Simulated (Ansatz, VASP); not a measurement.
# SrCl2: VASP beside Ansatz

```xyz
3
Lattice="0.0000 3.5192 3.5192 3.5192 0.0000 3.5192 3.5192 3.5192 0.0000" Properties=species:S:1:pos:R:3 pbc="T T T"
Sr    0.0000    0.0000    0.0000
Cl    1.7596    1.7596    1.7596
Cl    5.2788    5.2788    5.2788
```

Alike in both runs: task electric field gradients; functional PBE; k mesh 6 × 6 × 6; occupations fermi-dirac, width 0.02 eV; no spin polarisation.

|  | VASP | Ansatz |
| --- | --- | --- |
| version | VASP 6.6.1 | Ansatz 0.2.0 |
| potentials or method | VASP PAW PBE potentials, release 64 (Sr_sv, Cl) | PAW with Ansatz's default frozen-core files, scalar-relativistic |
| plane-wave cutoff (eV) | 520 | 420 |
| valence electrons in the cell | 24 | 24 |

|  | VASP | Ansatz | Ansatz less VASP |
| --- | --- | --- | --- |
| gap on the k mesh at the Fermi level (eV) | 5.24 | 5.24 | +0.004 |
| pressure (GPa) | 0.1 | 0.0 | -0.08 |

With one functional, cell and mesh, what is left measures potentials, basis and numerics.
